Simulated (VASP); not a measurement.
**BP: single point with r2SCAN**

Crystal: BP.

```xyz
2
Lattice="0.0000 2.3128 2.3128 2.3128 0.0000 2.3128 2.3128 2.3128 0.0000" Properties=species:S:1:pos:R:3 pbc="T T T"
B     0.0000    0.0000    0.0000
P     1.1564    1.1564    1.1564
```

This cell differs from its parent crystal: volume scaled by 1.06.

- Program: VASP 6.6.1
- Task: single point
- Functional: r2SCAN
- Potentials or basis: VASP PAW PBE potentials, release 64 (B, P)
- Cutoff: 550 eV
- k mesh: 10 × 10 × 10
- Occupations: gaussian, width 0.02 eV
- Spin: no spin polarisation
- Dipole correction: no
- Further INCAR settings: ALGO = Normal; EDIFF = 1e-06; NBANDS = 11

```
Pressure               : -9.3 GPa
Band gap on the k mesh : 1.52 eV, indirect (least direct gap 3.56 eV)
```

Levels at points of the mesh, in eV from the valence-band top:
```csv
k point,band 1,band 2,band 3,band 4,band 5,band 6,band 7,band 8
"(0.00, 0.00, 0.00)",-15.74,0.00,0.00,0.00,3.56,3.56,3.56,7.11
"(0.50, 0.00, 0.00)",-12.47,-9.08,-1.79,-1.79,3.78,4.99,4.99,10.70
"(0.50, 0.50, 0.00)",-10.89,-8.82,-4.13,-4.13,1.65,1.96,12.50,12.50
```

It took 2.1 min on 1 thread of Intel Xeon 8259CL, with other jobs on the host, peak memory 0.16 GiB.

Caveat: the PAW data sets were made with another functional, which shifts forces and pressure a little. A k mesh can miss the band edges.
